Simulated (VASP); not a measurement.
Wanted: the native input for a VASP 6.6.1 run.

```
Task                   : single point
Functional             : PBE
Potentials or basis    : VASP PAW PBE potentials, release 64 (Na_pv, Mg, Sc_sv, C, N)
Cutoff                 : 520 eV
k mesh                 : 4 × 4 × 4
Occupations            : gaussian, width 0.1 eV
Spin                   : collinear spin, ferromagnetic start
Starting moments       : [0.0, 0.0, 0.0, 0.0, 1.0, 1.0, 1.0, 1.0, 1.0, 1.0, 1.0, 1.0, 1.0, 1.0, 1.0, 1.0] μB
Dipole correction      : no
Further INCAR settings : LREAL = Auto; ALGO = Normal; EDIFF = 1e-06; NBANDS = 58
```

The structure of Na2MgScC6N6 lies in POSCAR:

```
Na2MgScC6N6
1.0
    0.0000000000      5.2670000000      5.2670000000
    5.2670000000      0.0000000000      5.2670000000
    5.2670000000      5.2670000000      0.0000000000
Na Mg Sc C N
2 1 1 6 6
Direct
    0.2500000000      0.2500000000      0.2500000000
    0.7500000000      0.7500000000      0.7500000000
    0.5000000000      0.5000000000      0.5000000000
    0.0000000000      0.0000000000      0.0000000000
    0.8080501200      0.1919498800      0.1919498800
    0.1919498800      0.8080501200      0.1919498800
    0.1919498800      0.1919498800      0.8080501200
    0.1919498800      0.8080501200      0.8080501200
    0.8080501200      0.1919498800      0.8080501200
    0.8080501200      0.8080501200      0.1919498800
    0.6969812000      0.3030188000      0.3030188000
    0.3030188000      0.6969812000      0.3030188000
    0.3030188000      0.3030188000      0.6969812000
    0.3030188000      0.6969812000      0.6969812000
    0.6969812000      0.3030188000      0.6969812000
    0.6969812000      0.6969812000      0.3030188000
```

One way to write it, as run:

INCAR

```
ALGO = Normal
EDIFF = 1E-6
ENCUT = 520
GGA = PE
ISIF = 2
ISMEAR = 0
ISPIN = 2
LASPH = True
LCHARG = True
LELF = True
LMAXMIX = 4
LORBIT = 11
LREAL = Auto
LVHAR = True
LWAVE = False
MAGMOM = 0 0 0 0 1 1 1 1 1 1 1 1 1 1 1 1
NBANDS = 58
NELM = 150
PREC = Accurate
SIGMA = 0.1
```

KPOINTS

```
k-points
0
Gamma
  4 4 4
```

Potentials or basis: VASP PAW PBE potentials, release 64 (Na_pv, Mg, Sc_sv, C, N).

The run is started by

```bash
$ cat potpaw_PBE.64/Na_pv/POTCAR potpaw_PBE.64/Mg/POTCAR potpaw_PBE.64/Sc_sv/POTCAR potpaw_PBE.64/C/POTCAR potpaw_PBE.64/N/POTCAR > POTCAR
$ mpirun -np 1 vasp_std > vasp.out
```

It gave:

- Pressure: 11.6 GPa
- Largest force: 2.595 eV/Å
- Net moment: 0.00 μB per cell
- Valence electrons inside the program's atomic spheres: Na 5.95; Mg 0.41; Sc 10.43; C 2.65; N 3.91

Caveat: forces of over 1 eV/Å act on the atoms, so gaps and moduli don't describe the material at rest.

Run time: 9.9 min on 1 thread of Intel(R) Xeon(R) Platinum 8488C (Sapphire Rapids), with other jobs on the host, peak memory 0.66 GiB.
